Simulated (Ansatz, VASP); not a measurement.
**One calculation of AlIn2As3, two programs**

```xyz
12
Lattice="6.3745 -3.6839 0.0000 6.3745 3.6839 0.0000 0.0000 0.0000 6.9964" Properties=species:S:1:pos:R:3 pbc="T T T"
Al    6.3745   -2.4966    3.5038
Al    6.3745    2.4966    0.0056
In    8.4568    1.2506    3.4909
In    4.2922   -1.2506   -0.0073
In    8.4568   -1.2506   -0.0073
In    4.2922    1.2506    3.4909
As    8.3892    1.2950    0.8127
As    4.3598   -1.2950    4.3109
As    6.3745   -2.5990    1.0072
As    6.3745    2.5990    4.5053
As    8.3892   -1.2950    4.3109
As    4.3598    1.2950    0.8127
```

Alike in both runs: functional PBE; k mesh 3 × 3 × 3; occupations gaussian, width 0.2 eV; no spin polarisation.

Ansatz relaxed the structure, and its values are those at the end. VASP's run is a single point on that final structure, the one shown.

|  | VASP | Ansatz |
| --- | --- | --- |
| version | VASP 6.6.1 | Ansatz 0.2.0 |
| potentials or method | VASP PAW PBE potentials, release 64 (Al, In_d, As), cutoff 500 eV | scalar-relativistic, plane waves, PAW |
| valence electrons in the cell | 88 | 148 |

```csv
,VASP,Ansatz,Ansatz less VASP
gap on the k mesh at the Fermi level (eV),0.20,0.20,-0.002
least direct gap on the mesh (eV),0.20,0.20,-0.002
pressure (GPa),-0.1,-0.2,-0.07
rms of the force components (eV/Å),0.017,0.017,0.0000
```

VASP's potentials hold 88 valence electrons a cell and Ansatz's 148, so a difference there can come from the potentials and not from the codes.
